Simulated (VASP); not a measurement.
Set up this calculation in VASP 6.6.1, as the native input.

| Item | Value |
| --- | --- |
| Task | single point |
| Functional | revPBE |
| Dispersion | D3(BJ) |
| Potentials or basis | VASP PAW PBE potentials, release 64 (Cu_sv_GW) |
| Cutoff | 820 eV |
| k mesh | 13 × 13 × 13 |
| Occupations | fermi-dirac, width 0.05 eV |
| Spin | no spin polarisation |
| Dipole correction | no |
| Further INCAR settings | ALGO = Normal; EDIFF = 1e-06; NBANDS = 16 |

The structure of Cu lies in POSCAR:

```
Cu
1.0
    0.0000000000      1.7706018915      1.7706018915
    1.7706018915      0.0000000000      1.7706018915
    1.7706018915      1.7706018915      0.0000000000
Cu
1
Direct
    0.0000000000      0.0000000000      0.0000000000
```

One way to write it, as run:

INCAR

```
ALGO = Normal ; EDIFF = 1E-6
ENCUT = 820 ; GGA = RE
GGA_COMPAT = False ; ISIF = 2
ISMEAR = -1 ; IVDW = 12
LASPH = True ; LCHARG = False
LREAL = False ; LWAVE = False
NBANDS = 16 ; NELM = 120
PREC = Accurate ; SIGMA = 0.05
```

KPOINTS

```
k-points
0
Gamma
  13 13 13
```

Potentials or basis: VASP PAW PBE potentials, release 64 (Cu_sv_GW).

Run with:

```console
$ cat potpaw_PBE.64/Cu_sv_GW/POTCAR > POTCAR
$ mpirun -np 1 vasp_std > vasp.out
```

Results of the run:

```json
{
  "Pressure": "-3.2 GPa",
  "Band gap on the k mesh": "zero (an odd number of electrons rules out a gap without spin polarisation)",
  "Dispersion energy per atom": "-1.201 eV"
}
```

Caveat: the cell stands under tension; the dispersion term is far too large for a dense solid, which distorts pressure and volume; the PAW data sets were made with another functional, which shifts forces and pressure a little.

It took 23 s on 1 thread of Intel(R) Xeon(R) Platinum 8259CL CPU @ 2.50GHz (Skylake/Cascade Lake), on a shared host, peak memory 0.18 GiB.
